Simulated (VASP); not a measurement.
# ZrH4 in VASP: a series of runs

Runs on ZrH4. Level: PBE. Tasks: single point.

Program: VASP 6.6.1. These are calculated values, not measurements. Logs are shortened: lines on timing, memory, paths and dates and some standing lists are left out, and cuts for length are marked.

## 1. The cell of the first run

The typed cell holds 10 atoms: a = 4.121 Å, b = 3.347 Å, c = 5.799 Å, α = 90.00°, β = 90.00°, γ = 90.00°.

The cell was built from a structure type or drawn by symmetry, and may not be a known phase.

## 2. Single point, PBE

The input, INCAR:

```
PREC = Accurate
ENCUT = 520
EDIFF = 1E-6
ISMEAR = 0
SIGMA = 0.15
LREAL = F
LASPH = T
NELM = 80
ALGO = Normal
ISIF = 2
LWAVE = F
LCHARG = T
GGA = PE
LELF = T
LVHAR = T
NBANDS = 27
```

The input, KPOINTS:

```
Automatic mesh
0
Gamma
  3 3 3
```

The input, POSCAR:

```
ZrH4
1.0
    4.1213407193      0.0000000000      0.0000000000
    0.0000000000      3.3467865770      0.0000000000
    0.0000000000      0.0000000000      5.7987621041
Zr H
2 8
Direct
    0.5000000000      0.0000000000      0.2921600057
    0.5000000000      0.5000000000      0.7921600057
    0.7347820130      0.5000000128      0.1255589671
    0.2652179870      0.4999999872      0.1255589671
    0.7347820130     -0.0000000128      0.6255589671
    0.2652179870      1.0000000128      0.6255589671
    0.0000000000      0.0000000000      0.2913827397
    0.0000000000      0.5000000000      0.7913827397
    0.5000000000      0.0000000000      0.9587127705
    0.5000000000      0.5000000000      0.4587127705
```

Potentials or basis: VASP PAW PBE potentials, release 64 (Zr_sv, H).

Launch:

```bash
$ cat potpaw_PBE.64/Zr_sv/POTCAR potpaw_PBE.64/H/POTCAR > POTCAR
$ mpirun -np 1 vasp_std > vasp.out
```

OUTCAR:

```text
PREC = Accurate
   ENCUT = 520
   EDIFF = 1E-6
   ISMEAR = 0
   LREAL = F
   LASPH = T
   NELM = 80
   ISIF = 2
   GGA = PE

 ion  position               nearest neighbor table
   1  0.500  0.000  0.292-  10 1.93  10 1.93   9 1.93   7 2.06   7 2.06   4 2.16   3 2.16   3 2.16
                             4 2.16   5 2.16   6 2.16   2 3.35   2 3.35   2 3.35   2 3.35
   2  0.500  0.500  0.792-   9 1.93   9 1.93  10 1.93   8 2.06   8 2.06   6 2.16   5 2.16   6 2.16
                             5 2.16   3 2.16   4 2.16   1 3.35   1 3.35   1 3.35   1 3.35
   3  0.735  0.500  0.126-   1 2.16   1 2.16   2 2.16
   4  0.265  0.500  0.126-   1 2.16   1 2.16   2 2.16
   5  0.735  1.000  0.626-   2 2.16   2 2.16   1 2.16
   6  0.265  0.000  0.626-   2 2.16   2 2.16   1 2.16
   7  0.000  0.000  0.291-   1 2.06   1 2.06
   8  0.000  0.500  0.791-   2 2.06   2 2.06
   9  0.500  0.000  0.959-   2 1.93   2 1.93   1 1.93
  10  0.500  0.500  0.459-   1 1.93   1 1.93   2 1.93

  LATTYP: Found a simple orthorhombic cell.
 ALAT       =     3.3467865770
 B/A-ratio  =     1.2314321886
 C/A-ratio  =     1.7326357599

  Lattice vectors:

 A1 = (   0.0000000000,  -3.3467865770,   0.0000000000)
 A2 = (   4.1213407193,   0.0000000000,   0.0000000000)
 A3 = (   0.0000000000,   0.0000000000,   5.7987621041)

Analysis of symmetry for initial positions (statically):
=====================================================================
 Subroutine PRICEL returns following result:

  LATTYP: Found a base centered orthorhombic cell.
 ALAT       =     3.3467865770
 B/A-ratio  =     1.7326357599
 C/A-ratio  =     1.2314321886

  Lattice vectors:

 A1 = (   0.0000000000,  -1.6733932885,   2.8993810520)
 A2 = (   0.0000000000,  -1.6733932885,  -2.8993810520)
 A3 = (   4.1213407193,   0.0000000000,   0.0000000000)

   2 primitive cells build up your supercell.

 Routine SETGRP: Setting up the symmetry group for a
 simple orthorhombic supercell.

 Subroutine GETGRP returns: Found  4 space group operations
 (whereof  4 operations were pure point group operations)
 out of a pool of  8 trial point group operations.

The static configuration has the point symmetry C_2v.

Analysis of symmetry for dynamics (positions and initial velocities):
=====================================================================
 Subroutine PRICEL returns following result:

  LATTYP: Found a base centered orthorhombic cell.
 ALAT       =     3.3467865770
 B/A-ratio  =     1.7326357599
 C/A-ratio  =     1.2314321886

  Lattice vectors:

 A1 = (   0.0000000000,  -1.6733932885,   2.8993810520)
 A2 = (   0.0000000000,  -1.6733932885,  -2.8993810520)
 A3 = (   4.1213407193,   0.0000000000,   0.0000000000)

   2 primitive cells build up your supercell.

 Routine SETGRP: Setting up the symmetry group for a
 simple orthorhombic supercell.

 Subroutine GETGRP returns: Found  4 space group operations
 (whereof  4 operations were pure point group operations)
 out of a pool of  8 trial point group operations.

The dynamic configuration has the point symmetry C_2v.

 Subroutine INISYM returns: Found  4 space group operations
 (whereof  4 operations are pure point group operations),
 and found     2 'primitive' translations

----------------------------------------------------------------------------------------

                                     Primitive cell

  volume of cell :      39.9919

  direct lattice vectors                    reciprocal lattice vectors
     0.000000000 -1.673393289  2.899381052     0.000000000 -0.298794075  0.172450599
     0.000000000 -1.673393288 -2.899381052     0.000000000 -0.298794075 -0.172450599
     4.121340719  0.000000000  0.000000000     0.242639488  0.000000000  0.000000000

  length of vectors
     3.347634326  3.347634326  4.121340719     0.344988563  0.344988563  0.242639488

  position of ions in fractional coordinates (direct lattice)
     0.292160006  0.707839994  0.500000000
     0.625558980  0.374441046  0.734782013
     0.625558954  0.374441020  0.265217987
     0.291382740  0.708617260  0.000000000
     0.958712770  0.041287229  0.500000000

  ion indices of the primitive-cell ions
   primitive index   ion index
                 1           1
                 2           5
                 3           6
                 4           7
                 5           9

----------------------------------------------------------------------------------------

 KPOINTS: Automatic mesh

Automatic generation of k-mesh.
 Grid dimensions read from file:
 generate k-points for:    3    3    3

 Generating k-lattice:

  Cartesian coordinates                     Fractional coordinates (reciprocal lattice)
     0.080879829  0.000000000  0.000000000     0.333333333  0.000000000  0.000000000
     0.000000000  0.099598025  0.000000000     0.000000000  0.333333333  0.000000000
     0.000000000  0.000000000  0.057483533     0.000000000  0.000000000  0.333333333

  Length of vectors
     0.080879829  0.099598025  0.057483533

  Shift w.r.t. Gamma in fractional coordinates (k-lattice)
     0.000000000  0.000000000  0.000000000

 Subroutine IBZKPT returns following result:
 ===========================================

 Found      8 irreducible k-points:

 Following reciprocal coordinates:
            Coordinates               Weight
  0.000000  0.000000  0.000000      1.000000
  0.333333  0.000000  0.000000      2.000000
  0.000000  0.333333  0.000000      2.000000
  0.333333  0.333333  0.000000      4.000000
  0.000000  0.000000  0.333333      2.000000
  0.333333  0.000000  0.333333      4.000000
  0.000000  0.333333  0.333333      4.000000
  0.333333  0.333333  0.333333      8.000000
   k-points           NKPTS =      8   k-points in BZ     NKDIM =      8   number of bands    NBANDS=     27
   number of dos      NEDOS =    301   number of ions     NIONS =     10
   total plane-waves  NPLWV =  43008
   dimension x,y,z NGX =    32 NGY =   28 NGZ =   48
   dimension x,y,z NGXF=    64 NGYF=   56 NGZF=   96
   ions per type =               2   8
   NGX,Y,Z   is equivalent  to a cutoff of  12.91, 13.91, 13.76 a.u.
   NGXF,Y,Z  is equivalent  to a cutoff of  25.82, 27.82, 27.52 a.u.
 SYSTEM =  unknown system
   PREC   = accura    normal or accurate (medium, high low for compatibility)
   ISTART =      0    job   : 0-new  1-cont  2-samecut
   ICHARG =      2    charge: 1-file 2-atom 10-const
   ISPIN  =      1    spin polarized calculation?
   LNONCOLLINEAR =      F non collinear calculations
   LSORBIT =      F    spin-orbit coupling
   LASPH  =      T    aspherical Exc in radial PAW
   ENCUT  =  520.0 eV  38.22 Ry    6.18 a.u.   7.66  6.22 10.78*2*pi/ulx,y,z
   NELM   =     80;   NELMIN=  2; NELMDL= -5     # of ELM steps
   EDIFF  = 0.1E-05   stopping-criterion for ELM
   LREAL  =      F    real-space projection
   EDIFFG = 0.1E-04   stopping-criterion for IOM
   NSW    =      0    number of steps for IOM
   IBRION =     -1    ionic relax: 0-MD 1-quasi-New 2-CG
   NFREE  =      0    steps in history (QN), initial steepest desc. (CG)
   ISIF   =      2    stress and relaxation
   ISYM   =      2    0-nonsym 1-usesym 2-fastsym
   POTIM  = 0.5000    time-step for ionic-motion
   TEBEG  =    0.0;   TEEND  =   0.0 temperature during run
   PSTRESS=    0.0 pullay stress
   NELECT =      32.0000    total number of electrons
   NUPDOWN=      -1.0000    fix difference up-down
   EMIN   =  10.00;   EMAX   =-10.00  energy-range for DOS
   EFERMI =   0.00;   METHOD = LEGACY
   ISMEAR =     0;   SIGMA  =   0.15  broadening in eV -4-tet -1-fermi 0-gaus
   EFERMI_NEDOS =   21; number of points for ismear=-14 and -15
   IALGO  =     38    algorithm
   IMIX   =      4    mixing-type and parameters
     AMIX     =   0.40;   BMIX     =  1.00
     AMIX_MAG =   1.60;   BMIX_MAG =  1.00
  volume/ion in A,a.u.               =       8.00        53.98
  Fermi-wavevector in a.u.,A,eV,Ry     =   1.206306  2.279588 19.798852  1.455175
  Thomas-Fermi vector in A             =   2.341977
   LORBIT       =      0    0 simple, 1 ext, 2 COOP (PROOUT), +10 PAW based schemes
   GGA     = PE    functional components
   LHFCALC =     F    Hartree Fock is set to
   AEXX    =    0.0000 exact exchange contribution
   IVDW    =     0    specifies the selected vdW correction
   LEPSILON=     F    determine dielectric tensor
   LRPA    =     F    only Hartree local field effects (RPA)
 non-spin polarized calculation
 Gauss-broadening in eV      SIGMA  =   0.15
  energy-cutoff  :      520.00
  volume of cell :       79.98
 maximum number of plane-waves:      2175
 NGX is ok and might be reduce to    30

 number of electron      31.9999997 magnetization

 Free energy of the ion-electron system (eV)
  ---------------------------------------------------
  ext. energy  EPLUGINS =         0.00000000
  ---------------------------------------------------
  free energy    TOTEN  =       -46.08602894 eV

  energy without entropy =      -46.07593754  energy(sigma->0) =      -46.08098324

 E-fermi :   4.5931     XC(G=0): -10.0908

 val. band max:        4.5214311635   @ k =   0.3333   0.3333   0.0000
 cond. band min:       4.9424634386   @ k =   0.0000   0.0000   0.0000
 fundamental gap:      0.4210322751
 Fermi energy:         4.5931319868

 k-point     1 :       0.0000    0.0000    0.0000
  band No.  band energies     occupation
      1     -44.3588      2.00000
      2     -44.2936      2.00000
      3     -22.8138      2.00000
      4     -22.3108      2.00000
      5     -22.2428      2.00000
      6     -22.1879      2.00000
[... 19 lines left out ...]
     26      12.9705      0.00000
     27      14.3269      0.00000
[... 181 lines left out ...]
 k-point     8 :       0.3333    0.3333    0.3333
  band No.  band energies     occupation
      1     -44.3083      2.00000
      2     -44.2919      2.00000
      3     -22.7275      2.00000
      4     -22.6580      2.00000
      5     -22.3983      2.00000
      6     -22.2806      2.00000
[... 19 lines left out ...]
     26      11.9356      0.00000
     27      12.5251      0.00000

------------------------ aborting loop because EDIFF is reached ----------------------------------------

  FORCE on cell =-STRESS in cart. coord.  units (eV):
  Direction    XX          YY          ZZ          XY          YZ          ZX
  --------------------------------------------------------------------------------------
  -------------------------------------------------------------------------------------
  Total       -0.1521325      0.0452059      0.3439426      0.0000000      0.0000000      0.0000000
  in kB       -3.0474094      0.9055314      6.8896122      0.0000000      0.0000000      0.0000000
  external PRESSURE =       1.5825780 kB  Pullay stress =       0.0000000 kB

 VOLUME and BASIS-vectors are now :
 -----------------------------------------------------------------------------
  energy-cutoff  :      520.00
  volume of cell :       79.98
      direct lattice vectors                 reciprocal lattice vectors
     4.121340719  0.000000000  0.000000000     0.242639488  0.000000000  0.000000000
     0.000000000  3.346786577  0.000000000     0.000000000  0.298794075  0.000000000
     0.000000000  0.000000000  5.798762104     0.000000000  0.000000000  0.172450599

 POSITION                                       TOTAL-FORCE (eV/Angst)
 -----------------------------------------------------------------------------------
      2.06067      0.00000      1.69417         0.000000      0.000000     -0.020786
      2.06067      1.67339      4.59355         0.000000     -0.000000     -0.020786
      3.02829      1.67339      0.72809         0.003932      0.000000      0.006152
      1.09305      1.67339      0.72809        -0.003932      0.000000      0.006152
      3.02829      3.34679      3.62747         0.003932      0.000000      0.006152
      1.09305      0.00000      3.62747        -0.003932      0.000000      0.006152
      0.00000      0.00000      1.68966        -0.000000      0.000000     -0.004867
      0.00000      1.67339      4.58904        -0.000000      0.000000     -0.004867
      2.06067      0.00000      5.55935         0.000000      0.000000      0.013350
      2.06067      1.67339      2.65997         0.000000      0.000000      0.013350
 -----------------------------------------------------------------------------------
    total drift:                                0.000000     -0.000000      0.000039

  FREE ENERGIE OF THE ION-ELECTRON SYSTEM (eV)
  ---------------------------------------------------
  free  energy   TOTEN  =       -46.0860289373 eV

  energy  without entropy=      -46.0759375415  energy(sigma->0) =      -46.08098324
```

It took 31 s on 1 thread of Intel Xeon Platinum 8488C (Sapphire Rapids), shared host; peak memory 0.19 GiB.

Results:

* Free energy: -46.0860 eV
* Pressure: 0.2 GPa
* Largest force: 0.021 eV/Å
* Band gap on the k mesh: zero (bands 16 and 17 overlap by 0.48 eV)

Forces on the atoms (eV/Å):
```
Zr   0.000  0.000 -0.021
Zr   0.000  0.000 -0.021
H    0.004  0.000  0.006
H   -0.004  0.000  0.006
H    0.004  0.000  0.006
H   -0.004  0.000  0.006
H    0.000  0.000 -0.005
H    0.000  0.000 -0.005
H    0.000  0.000  0.013
H    0.000  0.000  0.013
```

Stress tensor (GPa, compression positive):
```
-0.30  0.00  0.00
 0.00  0.09  0.00
 0.00  0.00  0.69
```

Levels at points of the mesh, in eV from the Fermi level:
| k point | band 14 | band 15 | band 16 | band 17 | band 18 | band 19 |
| --- | --- | --- | --- | --- | --- | --- |
| (0.00, 0.00, 0.00) | -2.37 | -0.62 | 0.35 | 0.36 | 0.70 | 2.63 |

Caveat: the k points lie up to 0.63 Å⁻¹ apart.

## 3. Single point, PBE

This run uses another cell than the first one: it holds 5 atoms, not 10.

The input, INCAR:

```
  ALGO = Normal
  EDIFF = 1E-7
  ENCUT = 520
  GGA = PE
  ISIF = 2
  ISMEAR = 0
  LASPH = T
  LCHARG = F
  LREAL = F
  LWAVE = F
  NBANDS = 16
  NELM = 80
  PREC = Accurate
  SIGMA = 0.1
```

The input, KPOINTS:

```
k-points
0
Gamma
  12 12 8
```

The input, POSCAR:

```
ZrH4
1.0
    3.3583962166      0.0000000000      0.0000000000
   -1.6791981083      2.9084564395      0.0000000000
    0.0000000000      0.0000000000      4.1111181979
Zr H
1 4
Direct
    0.0000000000      0.0000000000      0.5000000000
    0.3333333333      0.6666666667      0.7305328052
    0.3333333333      0.6666666667      0.2694671948
    0.0000000000      0.0000000000      0.0000000000
    0.6666666667      0.3333333333      0.5000000000
```

Potentials or basis: VASP PAW PBE potentials, release 64 (Zr_sv, H).

Launch:

```bash
$ cat potpaw_PBE.64/Zr_sv/POTCAR potpaw_PBE.64/H/POTCAR > POTCAR
$ mpirun -np 1 vasp_std > vasp.out
```

Run time: 57 s. Hardware: 1 thread of Intel Xeon Platinum 8488C (Sapphire Rapids), shared host; peak memory 0.2 GiB.

The run converged. Its results:

| Property | Result |
| --- | --- |
| Free energy | -23.0539 eV |
| Pressure | -0.1 GPa |
| Largest force | 0.004 eV/Å |
| Band gap on the k mesh | zero (bands 8 and 9 overlap by 1.26 eV) |

Forces on the atoms (eV/Å):
```
Zr   0.000  0.000  0.000
H    0.000  0.000  0.004
H    0.000  0.000 -0.004
H    0.000  0.000  0.000
H    0.000  0.000  0.000
```

Levels at points of the mesh, in eV from the Fermi level:
```csv
k point,band 6,band 7,band 8,band 9,band 10,band 11
"(0.00, 0.00, 0.00)",-4.87,-0.78,0.13,0.13,0.40,3.06
"(0.50, 0.00, 0.00)",-4.82,-3.69,-2.55,2.37,3.86,4.69
"(0.00, 0.00, 0.50)",-5.23,-0.45,0.22,0.22,2.09,2.63
"(0.50, 0.00, 0.50)",-4.29,-3.99,-1.77,1.75,2.59,3.88
```
